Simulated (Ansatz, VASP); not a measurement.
# BN in VASP and in Ansatz

```
B N
1.0
     2.17085    0.00000    0.00000
    -1.08542    1.88001    0.00000
     0.00000    0.00000    4.22685
B N
2 2
Direct
  0.66667 0.33333 0.99972
  0.33333 0.66667 0.49972
  0.66667 0.33333 0.62528
  0.33333 0.66667 0.12528
```

Change from the starting cell: strain -0.1500 x Voigt [1, 1, 0, 0, 0, 0], atoms carried along.

Alike in both runs: task single point; functional PBEsol; k mesh 12 × 12 × 6; occupations gaussian, width 0.05 eV; no spin polarisation.

|  | VASP | Ansatz |
| --- | --- | --- |
| version | VASP 6.6.1 | Ansatz 0.2.0 |
| potentials or method | VASP PAW PBE potentials, release 64 (B, N), cutoff 520 eV | scalar-relativistic, plane waves, PAW |
| valence electrons in the cell | 16 | 16 |

VASP gave:

* gap on the k mesh at the Fermi level (eV): 3.13
* least direct gap on the mesh (eV): 3.67
* pressure (GPa): 230.8
* traceless stress, the component that is largest in VASP (GPa): -201.71
* rms of the force components (eV/Å): 1.555

**Question.** Which values does Ansatz return?

**Answer.** gap on the k mesh at the Fermi level (eV): 3.17; least direct gap on the mesh (eV): 3.69; pressure (GPa): 228.5; traceless stress, the component that is largest in VASP (GPa): -200.33; rms of the force components (eV/Å): 1.526.

VASP's potentials were made for PBE, not for PBEsol. Atom by atom the forces differ by 0.028 eV/Å (rms over components). Both programs put the cell under a high pressure, so it lies far from rest at this level. With one functional, cell and mesh, what is left measures potentials, basis and numerics.

Noted on VASP's run: the cell as given lies far from equilibrium.
